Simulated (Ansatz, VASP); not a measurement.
**Ge: VASP beside Ansatz**

```
Ge
1.0
     3.99759    0.00000    0.00000
    -1.99879    3.46201    0.00000
     0.00000    0.00000    6.59938
Ge
4
Direct
  0.66667 0.33333 0.06290
  0.33333 0.66667 0.56290
  0.66667 0.33333 0.43710
  0.33333 0.66667 0.93710
```

Alike in both runs: task relaxation of cell and atoms; functional PBEsol; k mesh 8 × 8 × 4; occupations fermi-dirac, width 0.1 eV; no spin polarisation.

```csv
,VASP,Ansatz
version,VASP 6.6.1,Ansatz 0.2.0
potentials or method,"VASP PAW PBE potentials, release 64 (Ge_d), cutoff 600 eV","plane waves, PAW"
valence electrons in the cell,56,56
```

Ansatz gave:

```
relaxed volume (Å³/atom)                                     : 22.83
relaxed cell length with the largest relative difference (Å) : 4.001
```

What did VASP give for the same quantities?

Relaxed volume (Å³/atom): 22.80; relaxed cell length with the largest relative difference (Å): 3.999.

VASP's potentials were made for PBE, not for PBEsol. Ansatz's warnings: stress scf threshold loose.
